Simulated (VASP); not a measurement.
# PbO (P4/nmm) in VASP: settings compared

Aim: see how the results for PbO move with the level of theory and the settings. Levels: PBE, r2SCAN, r2SCANh. Tasks: single point.

All numbers are computed with VASP 6.6.1; they aren't measurements. Logs are shortened: lines on timing, memory, paths and dates and some standing lists are left out, and cuts for length are marked.

## (1) The cell of the first run

Symmetry: P4/nmm, No. 129, tetragonal system. The conventional cell has a = 3.990 Å, b = 3.990 Å, c = 5.010 Å, α = 90.00°, β = 90.00°, γ = 90.00°. Pb (site symmetry 4mm) has 4 O at 2.33 Å within 3.1 Å. Within 3.1 Å of O (site symmetry -4m2) lie 4 Pb at 2.33 Å and 4 O at 2.82 Å.

## (2) Single point, PBE

INCAR

```
SYSTEM = PbO
ALGO = Normal ; EDIFF = 1E-6
ENCUT = 600 ; GGA = PE
GGA_COMPAT = .FALSE. ; ISIF = 2
ISMEAR = 0 ; LASPH = .TRUE.
LCHARG = .FALSE. ; LREAL = .FALSE.
LWAVE = .FALSE. ; NBANDS = 28
NELM = 120 ; PREC = Accurate
SIGMA = 0.01
```

KPOINTS

```
k-points
0
G
  2 2 2
  0 0 0
```

POSCAR

```
PbO
1.0
    3.9900000000      0.0000000000      0.0000000000
    0.0000000000      3.9900000000      0.0000000000
    0.0000000000      0.0000000000      5.0100000000
Pb O
2 2
Direct
    0.0000000000      0.5000000000      0.2400000000
    0.5000000000      0.0000000000      0.7600000000
    0.0000000000      0.0000000000      0.0000000000
    0.5000000000      0.5000000000      0.0000000000
```

Potentials or basis: VASP PAW PBE potentials, release 64 (Pb_d, O).

The run is started by

```
cat potpaw_PBE.64/Pb_d/POTCAR potpaw_PBE.64/O/POTCAR > POTCAR
mpirun -np 1 vasp_std > vasp.out
```

OUTCAR:

```text
SYSTEM = PbO
   EDIFF = 1E-6
   ENCUT = 600
   GGA = PE
   ISIF = 2
   ISMEAR = 0
   LASPH = .TRUE.
   LREAL = .FALSE.
   NELM = 120
   PREC = Accurate

 ion  position               nearest neighbor table
   1  0.000  0.500  0.240-   3 2.33   4 2.33   3 2.33   4 2.33   2 3.71   2 3.71   2 3.71   2 3.71
                             2 3.84   2 3.84   2 3.84   2 3.84
   2  0.500  0.000  0.760-   3 2.33   4 2.33   4 2.33   3 2.33   1 3.71   1 3.71   1 3.71   1 3.71
                             1 3.84   1 3.84   1 3.84   1 3.84
   3  0.000  0.000  0.000-   1 2.33   2 2.33   1 2.33   2 2.33
   4  0.500  0.500  0.000-   1 2.33   2 2.33   2 2.33   1 2.33

  LATTYP: Found a simple tetragonal cell.
 ALAT       =     3.9900000000
 C/A-ratio  =     1.2556390977

  Lattice vectors:

 A1 = (   3.9900000000,   0.0000000000,   0.0000000000)
 A2 = (   0.0000000000,   3.9900000000,   0.0000000000)
 A3 = (   0.0000000000,   0.0000000000,   5.0100000000)

Analysis of symmetry for initial positions (statically):
=====================================================================
 Subroutine PRICEL returns:
 Original cell was already a primitive cell.

 Routine SETGRP: Setting up the symmetry group for a
 simple tetragonal supercell.

 Subroutine GETGRP returns: Found 16 space group operations
 (whereof  8 operations were pure point group operations)
 out of a pool of 16 trial point group operations.

The static configuration has the point symmetry D_2d.
 The point group associated with its full space group is D_4h.

Analysis of symmetry for dynamics (positions and initial velocities):
=====================================================================
 Subroutine PRICEL returns:
 Original cell was already a primitive cell.

 Routine SETGRP: Setting up the symmetry group for a
 simple tetragonal supercell.

 Subroutine GETGRP returns: Found 16 space group operations
 (whereof  8 operations were pure point group operations)
 out of a pool of 16 trial point group operations.

The dynamic configuration has the point symmetry D_2d.
 The point group associated with its full space group is D_4h.

 Subroutine INISYM returns: Found 16 space group operations
 (whereof  8 operations are pure point group operations),
 and found     1 'primitive' translations

[... 75 lines left out ...]
   LSORBIT =      F    spin-orbit coupling
   LASPH  =      T    aspherical Exc in radial PAW
   ENCUT  =  600.0 eV  44.10 Ry    6.64 a.u.   7.97  7.97 10.01*2*pi/ulx,y,z
   NELM   =    120;   NELMIN=  2; NELMDL= -5     # of ELM steps
   EDIFF  = 0.1E-05   stopping-criterion for ELM
   LREAL  =      F    real-space projection
   EDIFFG = 0.1E-04   stopping-criterion for IOM
   NSW    =      0    number of steps for IOM
   IBRION =     -1    ionic relax: 0-MD 1-quasi-New 2-CG
   NFREE  =      0    steps in history (QN), initial steepest desc. (CG)
   ISIF   =      2    stress and relaxation
   ISYM   =      2    0-nonsym 1-usesym 2-fastsym
   POTIM  = 0.5000    time-step for ionic-motion
   TEBEG  =    0.0;   TEEND  =   0.0 temperature during run
   PSTRESS=    0.0 pullay stress
   NELECT =      40.0000    total number of electrons
   NUPDOWN=      -1.0000    fix difference up-down
   EMIN   =  10.00;   EMAX   =-10.00  energy-range for DOS
   EFERMI =   0.00;   METHOD = LEGACY
   ISMEAR =     0;   SIGMA  =   0.01  broadening in eV -4-tet -1-fermi 0-gaus
   EFERMI_NEDOS =   21; number of points for ismear=-14 and -15
   IALGO  =     38    algorithm
   IMIX   =      4    mixing-type and parameters
     AMIX     =   0.40;   BMIX     =  1.00
     AMIX_MAG =   1.60;   BMIX_MAG =  1.00
  volume/ion in A,a.u.               =      19.94       134.56
  Fermi-wavevector in a.u.,A,eV,Ry     =   1.300670  2.457909 23.017539  1.691741
  Thomas-Fermi vector in A             =   2.431853
   LORBIT       =      0    0 simple, 1 ext, 2 COOP (PROOUT), +10 PAW based schemes
   GGA     = PE    functional components
   LHFCALC =     F    Hartree Fock is set to
   AEXX    =    0.0000 exact exchange contribution
   IVDW    =     0    specifies the selected vdW correction
   LEPSILON=     F    determine dielectric tensor
   LRPA    =     F    only Hartree local field effects (RPA)
 non-spin polarized calculation
 Gauss-broadening in eV      SIGMA  =   0.01
  energy-cutoff  :      600.00
  volume of cell :       79.76
 maximum number of plane-waves:      2680
 NGX is ok and might be reduce to    32
   NGX = 15   NGY = 15   NGZ = 21

 number of electron      40.0000002 magnetization

 Free energy of the ion-electron system (eV)
  ---------------------------------------------------
  ext. energy  EPLUGINS =         0.00000000
  ---------------------------------------------------
  free energy    TOTEN  =       -21.44961614 eV

  energy without entropy =      -21.44961614  energy(sigma->0) =      -21.44961614

 E-fermi :   5.1302     XC(G=0):  -9.8330

 val. band max:        5.0802095754   @ k =   0.0000   0.0000   0.0000
 cond. band min:       6.2215695680   @ k =   0.5000   0.5000   0.0000
 fundamental gap:      1.1413599926
 Fermi energy:         5.1302497276

 k-point     1 :       0.0000    0.0000    0.0000
  band No.  band energies     occupation
      1     -13.1485      2.00000
      2     -12.6578      2.00000
      3     -10.9405      2.00000
      4     -10.9405      2.00000
      5     -10.8830      2.00000
      6     -10.8707      2.00000
[... 175 lines left out ...]
     27      16.1992      0.00000
     28      16.1992      0.00000

------------------------ aborting loop because EDIFF is reached ----------------------------------------

  FORCE on cell =-STRESS in cart. coord.  units (eV):
  Direction    XX          YY          ZZ          XY          YZ          ZX
  --------------------------------------------------------------------------------------
  -------------------------------------------------------------------------------------
  Total        1.6148743      1.6148743      0.7710741      0.0000000      0.0000000      0.0000000
  in kB       32.4388759     32.4388759     15.4889936      0.0000000      0.0000000      0.0000000
  external PRESSURE =      26.7889152 kB  Pullay stress =       0.0000000 kB

 VOLUME and BASIS-vectors are now :
 -----------------------------------------------------------------------------
  energy-cutoff  :      600.00
  volume of cell :       79.76
      direct lattice vectors                 reciprocal lattice vectors
     3.990000000  0.000000000  0.000000000     0.250626566  0.000000000  0.000000000
     0.000000000  3.990000000  0.000000000     0.000000000  0.250626566  0.000000000
     0.000000000  0.000000000  5.010000000     0.000000000  0.000000000  0.199600798

 POSITION                                       TOTAL-FORCE (eV/Angst)
 -----------------------------------------------------------------------------------
      0.00000      1.99500      1.20240        -0.000000     -0.000000     -0.065228
      1.99500      0.00000      3.80760         0.000000     -0.000000      0.065228
      0.00000      0.00000      0.00000         0.000000     -0.000000      0.000000
      1.99500      1.99500      0.00000         0.000000      0.000000      0.000000
 -----------------------------------------------------------------------------------
    total drift:                                0.000000     -0.000000     -0.000000

  FREE ENERGIE OF THE ION-ELECTRON SYSTEM (eV)
  ---------------------------------------------------
  free  energy   TOTEN  =       -21.4496161450 eV

  energy  without entropy=      -21.4496161450  energy(sigma->0) =      -21.44961614
```

It took 16 s on 1 thread of AMD EPYC 7R43 (Zen 3), shared host; peak memory 0.16 GiB.

Results:

| Item | Value |
| --- | --- |
| Free energy | -21.4496 eV |
| Pressure | 2.7 GPa |
| Largest force | 0.065 eV/Å |
| Band gap on the k mesh | 1.14 eV (least direct gap 2.06 eV) |

Forces on the atoms (eV/Å):
```
Pb   0.000  0.000 -0.065
Pb   0.000  0.000  0.065
O    0.000  0.000  0.000
O    0.000  0.000  0.000
```

Stress tensor (GPa, compression positive):
```
3.24 0.00 0.00
0.00 3.24 0.00
0.00 0.00 1.55
```

Caveat: the k points lie up to 0.79 Å⁻¹ apart; spin-orbit coupling is left out, which moves the levels of the heavy elements. A k mesh can miss the band edges.

## (3) Single point, r2SCAN

POSCAR is that of step 2.

INCAR.step1

```
PREC = Accurate
ENCUT = 660
ISMEAR = 0
SIGMA = 0.01
LREAL = F
LASPH = T
NELM = 120
NBANDS = 28
GGA = PE
ALGO = Normal
EDIFF = 1E-5
LWAVE = T
LCHARG = F
GGA_COMPAT = F
```

INCAR.step2

```
PREC = Accurate
ENCUT = 660
EDIFF = 1E-6
ISMEAR = 0
SIGMA = 0.01
LREAL = F
LASPH = T
NELM = 120
ALGO = Normal
ISIF = 2
LWAVE = F
LCHARG = F
METAGGA = R2SCAN
LMIXTAU = T
NBANDS = 28
ISTART = 1
GGA_COMPAT = F
```

KPOINTS

```
regular mesh
0
Gamma
  2 2 2
```

Potentials or basis: VASP PAW PBE potentials, release 64 (Pb_d, O).

The run is started by

```
cat potpaw_PBE.64/Pb_d/POTCAR potpaw_PBE.64/O/POTCAR > POTCAR
cp INCAR.step1 INCAR
mpirun -np 1 vasp_std > vasp.out
cp INCAR.step2 INCAR
mpirun -np 1 vasp_std > vasp.out
```

Run time: 83 s. Hardware: 1 thread of AMD EPYC 7R43 (Zen 3), shared host; peak memory 0.2 GiB.

Results (log left out):

| Property | Result |
| --- | --- |
| Free energy | -129.5259 eV |
| Pressure | -0.2 GPa |
| Largest force | 0.378 eV/Å |
| Band gap on the k mesh | 1.44 eV (least direct gap 2.47 eV) |

Forces in eV/Å, atoms in the order of the input:
```
Pb   0.000  0.000 -0.378
Pb   0.000  0.000  0.378
O    0.000  0.000  0.000
O    0.000  0.000  0.000
```

Stress tensor (GPa, compression positive):
```
 0.10  0.00  0.00
 0.00  0.10  0.00
 0.00  0.00 -0.88
```

Levels at points of the mesh, in eV from the valence-band top:
| k point | band 17 | band 18 | band 19 | band 20 | band 21 | band 22 | band 23 | band 24 |
| --- | --- | --- | --- | --- | --- | --- | --- | --- |
| (0.00, 0.00, 0.00) | -1.76 | -1.66 | -1.66 | 0.00 | 2.83 | 5.92 | 5.92 | 5.98 |
| (0.50, 0.00, 0.00) | -3.01 | -3.01 | -1.71 | -1.71 | 3.74 | 3.74 | 7.05 | 7.05 |
| (0.50, 0.50, 0.00) | -1.76 | -1.76 | -1.03 | -1.03 | 1.44 | 1.44 | 5.63 | 5.63 |
| (0.00, 0.00, 0.50) | -1.80 | -1.69 | -1.69 | -1.00 | 2.40 | 4.28 | 4.28 | 4.47 |
| (0.50, 0.00, 0.50) | -2.98 | -2.98 | -1.05 | -1.05 | 3.39 | 3.39 | 6.66 | 6.66 |
| (0.50, 0.50, 0.50) | -2.37 | -2.37 | -1.03 | -1.03 | 3.73 | 3.73 | 5.21 | 5.21 |

Caveat: the k points lie up to 0.79 Å⁻¹ apart; the PAW data sets were made with another functional, which shifts forces and pressure a little; spin-orbit coupling is left out, which moves the levels of the heavy elements.

[end of part 1 of 2]
